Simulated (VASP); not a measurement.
Here is a VASP 6.6.1 calculation.

INCAR

```
ALGO     = Normal         # electronic algorithm
EDIFF    = 1E-6           # SCF threshold, eV
ENCUT    = 520            # plane-wave cutoff, eV
GGA      = PS             # functional
ISIF     = 2              # what is computed and relaxed
ISMEAR   = -1             # smearing method
LASPH    = T              # aspherical terms in the spheres
LCHARG   = F              # write CHGCAR
LREAL    = F              # projectors in reciprocal space
LWAVE    = F              # write WAVECAR
NBANDS   = 12             # bands
NELM     = 100            # most SCF steps
PREC     = Accurate       # precision mode
SIGMA    = 0.1            # smearing width, eV
```

The input KPOINTS:

```
k-points
0
Gamma
  22 22 22
```

The input POSCAR:

```
Cr
1.0
    2.3069709391      0.0000000000      0.0000000000
    0.0000000000      2.3069709391      0.0000000000
    0.0000000000      0.0000000000      2.3069709391
Cr
1
Direct
    0.0000000000      0.0000000000      0.0000000000
```

Potentials or basis: VASP PAW PBE potentials, release 64 (Cr_pv).

The run is started by

```console
$ cat potpaw_PBE.64/Cr_pv/POTCAR > POTCAR
$ mpirun -np 1 vasp_std > vasp.out
```

Task: Estimate the band gap on the k mesh.

Result: Zero (band 6 reaches 11.18 eV, above the bottom of band 7 at 9.36 eV).

Task: What does it give for the pressure?

Result: 0.2 GPa.

Caveat: the PAW data sets were made with another functional, which shifts forces and pressure a little; the run has no spin polarisation, though such a crystal can be magnetic. Spin polarisation is off, so any magnetic state and its effect on volume and gap are missing.
